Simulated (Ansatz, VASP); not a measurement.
# Two plane-wave programs on H8CO6

```xyz
15
Lattice="5.5113 0.0000 0.0000 0.0000 5.5113 0.0000 0.0000 0.0000 5.5113" Properties=species:S:1:pos:R:3 pbc="T T T"
O     3.9256    5.9370    4.0885
O     2.6808    2.2882    2.7706
O     0.2894    3.9262    2.9320
O     4.2147    2.3725    0.5734
O     2.8505    4.9210    1.3911
O     0.9686    5.7172    0.2601
H     3.4289    6.6576    3.5745
H     3.3508    5.1561    3.9851
H     3.0845    2.4551    1.8732
H     1.8765    2.8484    2.8678
H    -0.3598    3.5507    2.3021
H    -0.1481    4.7410    3.2849
H     4.3762    3.0703   -0.0855
H     4.2163    1.5345    0.0353
C     1.9000    5.3330    0.8485
```

Alike in both runs: functional PBEsol; k mesh 1 × 1 × 1; occupations fermi-dirac, width 0.05 eV; no spin polarisation.

Ansatz relaxed the structure, and its values are those at the end. VASP's run is a single point on that final structure, the one shown.

|  | VASP | Ansatz |
| --- | --- | --- |
| version | VASP 6.6.1 | Ansatz 0.2.0 |
| potentials or method | VASP PAW PBE potentials, release 64 (O_h, H_h, C_h), cutoff 910 eV | scalar-relativistic, plane waves, PAW |
| valence electrons in the cell | 48 | 48 |

|  | VASP | Ansatz | Ansatz less VASP |
| --- | --- | --- | --- |
| rms of the force components (eV/Å) | 0.062 | 0.075 | +0.0131 |

VASP's potentials were made for PBE, not for PBEsol.

Noted on VASP's run: the cutoff is short for stress, so the pressure is rough.
